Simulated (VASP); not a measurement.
# Zn3F (P6_3/m) in VASP: a series of runs

Zn3F is run at these levels: PBE; tasks: single point, relaxation of cell and atoms.

Program: VASP 6.6.1. These are calculated values, not measurements. Logs are shortened: lines on timing, memory, paths and dates and some standing lists are left out, and cuts for length are marked.

## (1) The cell of the first run

The structure is hexagonal, space group P6_3/m (No. 176). The conventional cell has a = 6.014 Å, b = 6.014 Å, c = 3.407 Å, α = 90.00°, β = 90.00°, γ = 120.00°. Zn (site symmetry m) has 3 F at 2.34 to 2.38 Å and 8 Zn at 2.71 to 2.77 Å within 3.1 Å. Within 3.1 Å of F (site symmetry -6) lie 9 Zn at 2.34 to 2.38 Å.

## (2) Single point, PBE

The input, INCAR:

```
  PREC = Accurate
  ENCUT = 520
  EDIFF = 1E-6
  ISMEAR = 0
  SIGMA = 0.1
  LREAL = F
  LASPH = T
  NELM = 80
  ALGO = Normal
  ISIF = 2
  LWAVE = F
  LCHARG = F
  GGA = PE
  NBANDS = 53
```

The input, KPOINTS:

```
Automatic mesh
0
Gamma
  6 6 6
```

The input, POSCAR:

```
Zn3F
1.0
    6.0139991353      0.0000000000      0.0000000000
   -3.0069995676      5.2082760295      0.0000000000
    0.0000000000      0.0000000000      3.4068101426
Zn F
6 2
Direct
    0.3850600000      0.2987800000      0.2500000000
    0.0862800000      0.3850600000      0.7500000000
    0.7012200000      0.0862800000      0.2500000000
    0.6149400000      0.7012200000      0.7500000000
    0.9137200000      0.6149400000      0.2500000000
    0.2987800000      0.9137200000      0.7500000000
    0.3333333333      0.6666666667      0.2500000000
    0.6666666667      0.3333333333      0.7500000000
```

Potentials or basis: VASP PAW PBE potentials, release 64 (Zn, F).

On the command line:

```
$ cat potpaw_PBE.64/Zn/POTCAR potpaw_PBE.64/F/POTCAR > POTCAR
$ mpirun -np 1 vasp_std > vasp.out
```

OUTCAR:

```text
PREC = Accurate
   ENCUT = 520
   EDIFF = 1E-6
   ISMEAR = 0
   LREAL = F
   LASPH = T
   NELM = 80
   ISIF = 2
   GGA = PE

 ion  position               nearest neighbor table
   1  0.385  0.299  0.250-   8 2.34   8 2.34   7 2.38   4 2.71   4 2.71   6 2.71   6 2.71   2 2.71
                             2 2.71   3 2.77   5 2.77
   2  0.086  0.385  0.750-   7 2.34   7 2.34   8 2.38   5 2.71   5 2.71   1 2.71   1 2.71   3 2.71
                             3 2.71   6 2.77   4 2.77
   3  0.701  0.086  0.250-   8 2.34   8 2.34   7 2.38   6 2.71   6 2.71   4 2.71   4 2.71   2 2.71
                             2 2.71   1 2.77   5 2.77
   4  0.615  0.701  0.750-   7 2.34   7 2.34   8 2.38   1 2.71   1 2.71   3 2.71   3 2.71   5 2.71
                             5 2.71   6 2.77   2 2.77
   5  0.914  0.615  0.250-   8 2.34   8 2.34   7 2.38   2 2.71   2 2.71   4 2.71   4 2.71   6 2.71
                             6 2.71   3 2.77   1 2.77
   6  0.299  0.914  0.750-   7 2.34   7 2.34   8 2.38   3 2.71   3 2.71   1 2.71   1 2.71   5 2.71
                             5 2.71   4 2.77   2 2.77
   7  0.333  0.667  0.250-   6 2.34   6 2.34   2 2.34   2 2.34   4 2.34   4 2.34   5 2.38   3 2.38
                             1 2.38
   8  0.667  0.333  0.750-   3 2.34   3 2.34   5 2.34   5 2.34   1 2.34   1 2.34   2 2.38   6 2.38
                             4 2.38

  LATTYP: Found a hexagonal cell.
 ALAT       =     6.0139991353
 C/A-ratio  =     0.5664799854

  Lattice vectors:

 A1 = (   6.0139991353,   0.0000000000,   0.0000000000)
 A2 = (  -3.0069995676,   5.2082760295,   0.0000000000)
 A3 = (   0.0000000000,   0.0000000000,   3.4068101426)

Analysis of symmetry for initial positions (statically):
=====================================================================
 Subroutine PRICEL returns:
 Original cell was already a primitive cell.

 Routine SETGRP: Setting up the symmetry group for a
 hexagonal supercell.

 Subroutine GETGRP returns: Found 12 space group operations
 (whereof  6 operations were pure point group operations)
 out of a pool of 24 trial point group operations.

The static configuration has the point symmetry S_6 .
 The point group associated with its full space group is C_6h.

Analysis of symmetry for dynamics (positions and initial velocities):
=====================================================================
 Subroutine PRICEL returns:
 Original cell was already a primitive cell.

 Routine SETGRP: Setting up the symmetry group for a
 hexagonal supercell.

 Subroutine GETGRP returns: Found 12 space group operations
 (whereof  6 operations were pure point group operations)
 out of a pool of 24 trial point group operations.

The dynamic configuration has the point symmetry S_6 .
 The point group associated with its full space group is C_6h.

 Subroutine INISYM returns: Found 12 space group operations
 (whereof  6 operations are pure point group operations),
 and found     1 'primitive' translations

----------------------------------------------------------------------------------------

                                     Primitive cell

  volume of cell :     106.7100

  direct lattice vectors                    reciprocal lattice vectors
     6.013999135  0.000000000  0.000000000     0.166278707  0.096001056  0.000000000
    -3.006999568  5.208276030  0.000000000     0.000000000  0.192002112  0.000000000
     0.000000000  0.000000000  3.406810143     0.000000000  0.000000000  0.293529712

  length of vectors
     6.013999135  6.013999135  3.406810143     0.192002112  0.192002112  0.293529712

  position of ions in fractional coordinates (direct lattice)
     0.385060000  0.298780000  0.250000000
     0.086280000  0.385060000  0.750000000
     0.701220000  0.086280000  0.250000000
     0.614940000  0.701220000  0.750000000
     0.913720000  0.614940000  0.250000000
     0.298780000  0.913720000  0.750000000
     0.333333333  0.666666667  0.250000000
     0.666666667  0.333333333  0.750000000

  ion indices of the primitive-cell ions
   primitive index   ion index
                 1           1
                 2           2
                 3           3
                 4           4
                 5           5
                 6           6
                 7           7
                 8           8

----------------------------------------------------------------------------------------

 KPOINTS: Automatic mesh

Automatic generation of k-mesh.
 Grid dimensions read from file:
 generate k-points for:    6    6    6

 Generating k-lattice:

  Cartesian coordinates                     Fractional coordinates (reciprocal lattice)
     0.027713118  0.016000176  0.000000000     0.166666667  0.000000000  0.000000000
     0.000000000  0.032000352  0.000000000     0.000000000  0.166666667  0.000000000
     0.000000000  0.000000000  0.048921619     0.000000000  0.000000000  0.166666667

  Length of vectors
     0.032000352  0.032000352  0.048921619

  Shift w.r.t. Gamma in fractional coordinates (k-lattice)
     0.000000000  0.000000000  0.000000000

 Subroutine IBZKPT returns following result:
 ===========================================

 Found     32 irreducible k-points:

 Following reciprocal coordinates:
            Coordinates               Weight
  0.000000  0.000000  0.000000      1.000000
  0.166667 -0.000000  0.000000      6.000000
  0.333333  0.000000  0.000000      6.000000
  0.500000  0.000000  0.000000      3.000000
  0.166667  0.166667  0.000000      6.000000
  0.333333  0.166667  0.000000      6.000000
[... 16 lines left out ...]
 -0.333333  0.500000 -0.333333     12.000000
  0.333333  0.333333  0.333333      4.000000
 [... further k-points ...]
   k-points           NKPTS =     32   k-points in BZ     NKDIM =     32   number of bands    NBANDS=     53
   number of dos      NEDOS =    301   number of ions     NIONS =      8
   total plane-waves  NPLWV =  64512
   dimension x,y,z NGX =    48 NGY =   48 NGZ =   28
   dimension x,y,z NGXF=    96 NGYF=   96 NGZF=   56
   ions per type =               6   2
   NGX,Y,Z   is equivalent  to a cutoff of  13.27, 13.27, 13.66 a.u.
   NGXF,Y,Z  is equivalent  to a cutoff of  26.54, 26.54, 27.33 a.u.
 SYSTEM =  unknown system
   PREC   = accura    normal or accurate (medium, high low for compatibility)
   ISTART =      0    job   : 0-new  1-cont  2-samecut
   ICHARG =      2    charge: 1-file 2-atom 10-const
   ISPIN  =      1    spin polarized calculation?
   LNONCOLLINEAR =      F non collinear calculations
   LSORBIT =      F    spin-orbit coupling
   LASPH  =      T    aspherical Exc in radial PAW
   ENCUT  =  520.0 eV  38.22 Ry    6.18 a.u.  11.18 11.18  6.33*2*pi/ulx,y,z
   NELM   =     80;   NELMIN=  2; NELMDL= -5     # of ELM steps
   EDIFF  = 0.1E-05   stopping-criterion for ELM
   LREAL  =      F    real-space projection
   EDIFFG = 0.1E-04   stopping-criterion for IOM
   NSW    =      0    number of steps for IOM
   IBRION =     -1    ionic relax: 0-MD 1-quasi-New 2-CG
   NFREE  =      0    steps in history (QN), initial steepest desc. (CG)
   ISIF   =      2    stress and relaxation
   ISYM   =      2    0-nonsym 1-usesym 2-fastsym
   POTIM  = 0.5000    time-step for ionic-motion
   TEBEG  =    0.0;   TEEND  =   0.0 temperature during run
   PSTRESS=    0.0 pullay stress
   NELECT =      86.0000    total number of electrons
   NUPDOWN=      -1.0000    fix difference up-down
   EMIN   =  10.00;   EMAX   =-10.00  energy-range for DOS
   EFERMI =   0.00;   METHOD = LEGACY
   ISMEAR =     0;   SIGMA  =   0.10  broadening in eV -4-tet -1-fermi 0-gaus
   EFERMI_NEDOS =   21; number of points for ismear=-14 and -15
   IALGO  =     38    algorithm
   IMIX   =      4    mixing-type and parameters
     AMIX     =   0.40;   BMIX     =  1.00
     AMIX_MAG =   1.60;   BMIX_MAG =  1.00
  volume/ion in A,a.u.               =      13.34        90.01
  Fermi-wavevector in a.u.,A,eV,Ry     =   1.523489  2.878976 31.579362  2.321018
  Thomas-Fermi vector in A             =   2.631925
   LORBIT       =      0    0 simple, 1 ext, 2 COOP (PROOUT), +10 PAW based schemes
   GGA     = PE    functional components
   LHFCALC =     F    Hartree Fock is set to
   AEXX    =    0.0000 exact exchange contribution
   IVDW    =     0    specifies the selected vdW correction
   LEPSILON=     F    determine dielectric tensor
   LRPA    =     F    only Hartree local field effects (RPA)
 non-spin polarized calculation
 Gauss-broadening in eV      SIGMA  =   0.10
  energy-cutoff  :      520.00
  volume of cell :      106.71
 maximum number of plane-waves:      2901
 NGX is ok and might be reduce to    48
   NGX = 23   NGY = 23   NGZ = 13

 number of electron      85.9999962 magnetization

 Free energy of the ion-electron system (eV)
  ---------------------------------------------------
  ext. energy  EPLUGINS =         0.00000000
  ---------------------------------------------------
  free energy    TOTEN  =       -11.35937854 eV

  energy without entropy =      -11.34827948  energy(sigma->0) =      -11.35382901

 E-fermi :   3.2597     XC(G=0): -11.4560

 val. band max:        3.2466010720   @ k =   0.0000   0.0000   0.1667
 cond. band min:       3.2701043357   @ k =   0.1667   0.1667   0.3333
 fundamental gap:      0.0235032638
 Fermi energy:         3.2597182121

 k-point     1 :       0.0000    0.0000    0.0000
  band No.  band energies     occupation
      1     -21.9446      2.00000
      2     -21.8555      2.00000
      3      -5.5030      2.00000
      4      -5.5029      2.00000
      5      -5.4141      2.00000
      6      -5.4141      2.00000
[... 45 lines left out ...]
     52      11.4699      0.00000
     53      11.6396      0.00000

 k-point     2 :       0.1667   -0.0000    0.0000
  band No.  band energies     occupation
      1     -21.9390      2.00000
      2     -21.8606      2.00000
      3      -5.7994      2.00000
      4      -5.7044      2.00000
      5      -5.4577      2.00000
      6      -5.3682      2.00000
[... 45 lines left out ...]
     52      10.9597      0.00000
     53      12.3448      0.00000

 k-point     3 :       0.3333    0.0000    0.0000
  band No.  band energies     occupation
      1     -21.9249      2.00000
      2     -21.8736      2.00000
      3      -6.1015      2.00000
      4      -5.9009      2.00000
      5      -5.5525      2.00000
      6      -5.2988      2.00000
[... 45 lines left out ...]
     52      11.1790      0.00000
     53      11.5862      0.00000
[... 1065 lines left out ...]
 k-point    23 :      -0.3333    0.5000   -0.3333
  band No.  band energies     occupation
      1     -21.8449      2.00000
      2     -21.8304      2.00000
      3      -6.0904      2.00000
      4      -5.9710      2.00000
      5      -5.5597      2.00000
      6      -5.2528      2.00000
[... 45 lines left out ...]
     52       9.9915      0.00000
     53      10.3044      0.00000

 k-point    24 :       0.3333    0.3333    0.3333
  band No.  band energies     occupation
      1     -21.8376      2.00000
      2     -21.8376      2.00000
      3      -6.0378      2.00000
      4      -6.0378      2.00000
      5      -5.6222      2.00000
      6      -5.1899      2.00000
[... 45 lines left out ...]
     52       9.8424      0.00000
     53      10.6922      0.00000

 [... further k-points ...]

------------------------ aborting loop because EDIFF is reached ----------------------------------------

  FORCE on cell =-STRESS in cart. coord.  units (eV):
  Direction    XX          YY          ZZ          XY          YZ          ZX
  --------------------------------------------------------------------------------------
  -------------------------------------------------------------------------------------
  Total       12.0116831     12.0116831     10.8204346      0.0000017      0.0000000      0.0000000
  in kB      180.3470992    180.3470992    162.4613281      0.0000258      0.0000000      0.0000000
  external PRESSURE =     174.3851755 kB  Pullay stress =       0.0000000 kB

 VOLUME and BASIS-vectors are now :
 -----------------------------------------------------------------------------
  energy-cutoff  :      520.00
  volume of cell :      106.71
      direct lattice vectors                 reciprocal lattice vectors
     6.013999135  0.000000000  0.000000000     0.166278707  0.096001056  0.000000000
    -3.006999568  5.208276030  0.000000000     0.000000000  0.192002112  0.000000000
     0.000000000  0.000000000  3.406810143     0.000000000  0.000000000  0.293529712

 POSITION                                       TOTAL-FORCE (eV/Angst)
 -----------------------------------------------------------------------------------
      1.41732      1.55613      0.85170        -0.951447     -0.984476      0.000000
     -0.63899      2.00550      2.55511         0.376857     -1.316215      0.000000
      3.95769      0.44937      0.85170         1.328305     -0.331740      0.000000
      1.58968      3.65215      2.55511         0.951447      0.984476     -0.000000
      3.64599      3.20278      0.85170        -0.376857      1.316215      0.000000
     -0.95069      4.75891      2.55511        -1.328305      0.331740     -0.000000
     -0.00000      3.47218      0.85170        -0.000000     -0.000000      0.000000
      3.00700      1.73609      2.55511        -0.000000      0.000000     -0.000000
 -----------------------------------------------------------------------------------
    total drift:                                0.000000     -0.000000      0.000000

  FREE ENERGIE OF THE ION-ELECTRON SYSTEM (eV)
  ---------------------------------------------------
  free  energy   TOTEN  =       -11.3593785438 eV

  energy  without entropy=      -11.3482794815  energy(sigma->0) =      -11.35382901
```

It took 79 s on 1 thread of Intel Xeon 6975P-C (Granite Rapids), shared host; peak memory 0.31 GiB.

What came out:

| Quantity | Value |
| --- | --- |
| Free energy | -11.3594 eV |
| Pressure | 17.4 GPa |
| Largest force | 1.369 eV/Å |
| Band gap on the k mesh | zero (bands 43 and 44 overlap by 1.85 eV) |

Forces on the atoms (eV/Å):
```
Zn  -0.951 -0.984  0.000
Zn   0.377 -1.316  0.000
Zn   1.328 -0.332  0.000
Zn   0.951  0.984  0.000
Zn  -0.377  1.316  0.000
Zn  -1.328  0.332  0.000
F    0.000  0.000  0.000
F    0.000  0.000  0.000
```

Caveat: the cell stands under pressure; forces of over 1 eV/Å act on the atoms, so gaps and moduli don't describe the material at rest.

## (3) Relaxation of cell and atoms, PBE

The input, INCAR:

```
ALGO = Normal
EDIFF = 1E-7
EDIFFG = -0.04
ENCUT = 600
GGA = PE
IBRION = 2
ISIF = 3
ISMEAR = 0
LASPH = T
LCHARG = F
LREAL = F
LWAVE = F
NELM = 80
NSW = 90
PREC = Accurate
SIGMA = 0.1
```

The input, KPOINTS:

```
k-points
0
Gamma
  3 3 6
```

POSCAR is that of step 2.

Potentials or basis: VASP PAW PBE potentials, release 64 (Zn, F).

On the command line:

```
$ cat potpaw_PBE.64/Zn/POTCAR potpaw_PBE.64/F/POTCAR > POTCAR
$ mpirun -np 1 vasp_std > vasp.out
```

Wall time 16 min (1 thread of Intel Xeon 6975P-C (Granite Rapids), shared host); peak memory 0.27 GiB.

Results (log left out):

| Quantity | Value |
| --- | --- |
| Free energy | -14.8043 eV |
| Relaxed volume | 15.87 Å³/atom |
| Relaxed cell | a = 7.286 Å, b = 7.286 Å, c = 2.762 Å, α = 90.00°, β = 90.00°, γ = 120.00° |
| Space group after relaxing (to 0.1 Å) | P6_3/mmc (No. 194) |
| Energy gained by relaxing | 441.3 meV/atom |
| Ionic steps | 35 |
| Pressure after relaxing | -0.2 GPa |
| Largest force after relaxing | 0.017 eV/Å |
| Band gap on the k mesh | zero (bands 43 and 44 overlap by 0.91 eV) |

Forces in eV/Å, atoms in the order of the input:
```
Zn  -0.016 -0.007  0.000
Zn  -0.002 -0.017  0.000
Zn   0.014 -0.010  0.000
Zn   0.016  0.007  0.000
Zn   0.002  0.017  0.000
Zn  -0.014  0.010  0.000
F    0.000  0.000  0.000
F    0.000  0.000  0.000
```

The path:
| step | energy change (eV) | largest force (eV/Å) | pressure (GPa) | volume (Å³) |
| --- | --- | --- | --- | --- |
| 1 | 0.0000 | 1.3980 | 17.08 | 106.71 |
| 2 | -1.4234 | 0.6206 | 0.03 | 130.21 |
| 3 | -1.4457 | 0.5277 | -1.58 | 135.04 |
| 4 | -1.4460 | 0.5402 | -1.37 | 134.32 |
| 5 | -1.5802 | 0.5231 | -1.37 | 132.72 |
| 6 | -1.9610 | 0.3910 | -0.54 | 127.90 |
| 7 | -2.0748 | 0.4572 | 5.38 | 118.12 |
| 8 | -2.1776 | 0.1249 | 1.41 | 123.08 |
| 9 | -2.1900 | 0.1089 | 2.34 | 121.64 |
| 10 | -2.2875 | 0.2690 | 0.20 | 126.93 |
| 11 | -2.2994 | 0.3581 | -0.64 | 129.45 |
| 12 | -2.4551 | 0.5349 | -1.43 | 130.30 |
| 13 | -2.8265 | 0.5485 | -2.67 | 130.82 |
| 14 | -2.8369 | 0.6080 | -2.52 | 130.97 |
| 15 | -2.8892 | 0.5748 | -2.68 | 131.00 |
| 16 | -2.9701 | 0.5172 | -1.77 | 128.52 |
| 17 | -2.9905 | 0.5080 | -1.16 | 126.77 |
| 18 | -3.0959 | 0.4440 | -0.35 | 124.91 |
| 19 | -3.2391 | 0.2297 | 2.48 | 119.35 |
| 20 | -3.2930 | 0.1575 | 0.65 | 122.38 |
| 21 | -3.2997 | 0.1642 | -0.17 | 124.00 |
| 22 | -3.3114 | 0.1648 | -0.19 | 124.15 |
| 23 | -3.3431 | 0.1664 | -0.33 | 124.61 |
| 24 | -3.3900 | 0.1559 | -0.63 | 125.50 |
| 25 | -3.4081 | 0.1097 | -1.31 | 127.14 |
| 26 | -3.4162 | 0.1308 | -1.14 | 126.49 |
| 27 | -3.4299 | 0.1213 | -0.65 | 125.70 |
| 28 | -3.4528 | 0.0906 | 0.85 | 123.37 |
| 29 | -3.4540 | 0.0793 | 1.28 | 122.69 |
| 30 | -3.4729 | 0.0760 | 1.24 | 123.10 |
| 31 | -3.5151 | 0.0585 | 0.99 | 124.31 |
| 32 | -3.4908 | 0.1200 | -0.03 | 126.66 |
| 33 | -3.5274 | 0.0165 | 0.74 | 125.11 |
| 34 | -3.5276 | 0.0068 | 0.68 | 125.26 |
| 35 | -3.5305 | 0.0171 | -0.23 | 126.98 |

Final structure:
```
Zn F
1.0
     7.28608   -0.00001    0.00000
    -3.64303    6.30993    0.00000
     0.00000    0.00000    2.76202
Zn F
6 2
Direct
  0.34833 0.17364 0.25000
  0.17469 0.34833 0.75000
  0.82636 0.17469 0.25000
  0.65167 0.82636 0.75000
  0.82531 0.65167 0.25000
  0.17364 0.82531 0.75000
  0.33333 0.66667 0.25000
  0.66667 0.33333 0.75000
```

Levels at points of the mesh, in eV from the Fermi level:
```
           k point  band 41  band 42  band 43  band 44  band 45  band 46
(0.00, 0.00, 0.00)    -4.09    -1.81    -1.81    -0.75     0.44     1.36
(0.00, 0.00, 0.50)    -0.13    -0.13    -0.13    -0.13     1.85     1.85
```

Caveat: the k points lie up to 0.38 Å⁻¹ apart in the final cell, too coarse for converged energies and pressures of a metal; the volume moved by over 15 % at a fixed basis, so the end points are rough.
